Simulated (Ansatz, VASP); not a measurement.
# AlIn in VASP and in Ansatz

The input INCAR:

```
SYSTEM = AlIn
PREC = Accurate
ENCUT = 520
EDIFF = 1E-6
ISMEAR = -1
SIGMA = 0.05
LREAL = .False.
LASPH = .True.
NELM = 100
ALGO = Normal
ISIF = 2
LWAVE = .False.
LCHARG = .False.
NBANDS = 15
```

KPOINTS

```
regular mesh
0
Gamma
  6 6 3
  0 0 0
```

File POSCAR:

```
AlIn
1.0
    3.0541300000      0.0000000000      0.0000000000
   -1.5270700000      2.6449600000      0.0000000000
    0.0000000000      0.0000000000      5.8280200000
Al In
1 1
Direct
    0.0000000000      0.0000000000      0.0000000000
    0.0000000000      0.0000000000      0.5000000000
```

input.yaml

```yaml
crystal:
  lattice:
    - [3.05413, 0.0, 0.0]
    - [-1.52707, 2.64496, 0.0]
    - [0.0, 0.0, 5.82802]
  atoms:
    - { symbol: Al, position: [0.0, 0.0, 0.0] }
    - { symbol: In, position: [0.0, 0.0, 0.5] }
hamiltonian:
  xc: lda
  pseudopotentials: { kind: paw }
kpoints:
  mp_grid: { grid: [6, 6, 3] }
  band_path:
    path:
      - [[0.0, 0.0, 0.0], [0.5, 0.0, 0.0], [0.3333333333, 0.3333333333, 0.0], [0.0, 0.0, 0.0], [0.0, 0.0, 0.5], [0.5, 0.0, 0.5], [0.3333333333, 0.3333333333, 0.5], [0.0, 0.0, 0.5]]
      - [[0.5, 0.0, 0.5], [0.5, 0.0, 0.0]]
      - [[0.3333333333, 0.3333333333, 0.0], [0.3333333333, 0.3333333333, 0.5]]
    npoints: 14
scf:
  occupations: { method: fermi_dirac, width: 0.05 }
  n_extra_bands: 6
output:
  forces: true
  stress: true
  eigenvalues: true
  fatbands: true
```

Alike in both runs: functional LDA; k mesh 6 × 6 × 3; occupations fermi-dirac, width 0.05 eV; no spin polarisation.

|  | VASP | Ansatz |
| --- | --- | --- |
| version | VASP 6.6.1 | Ansatz 0.2.0 |
| potentials or method | VASP PAW LDA potentials, release 64 (Al, In_d) | Ansatz PAW |
| plane-wave cutoff (eV) | 520 | 420 |
| valence electrons in the cell | 16 | 16 |
| task | single point | band structure |

Ansatz gave:

* gap on the k mesh at the Fermi level (eV): none
* pressure (GPa): -3.4
* traceless stress, the component that is largest in VASP (GPa): 0.24

Q: What did VASP give for the same quantities?

A: gap on the k mesh at the Fermi level (eV): none; pressure (GPa): -3.4; traceless stress, the component that is largest in VASP (GPa): 0.16.

LDA's correlation is that of Perdew and Zunger in VASP and of Perdew and Wang (1992) in Ansatz. A gap of «none» marks a metal or a gap that the smearing closes.

The k mesh is coarse, so the values compare programs but aren't converged.
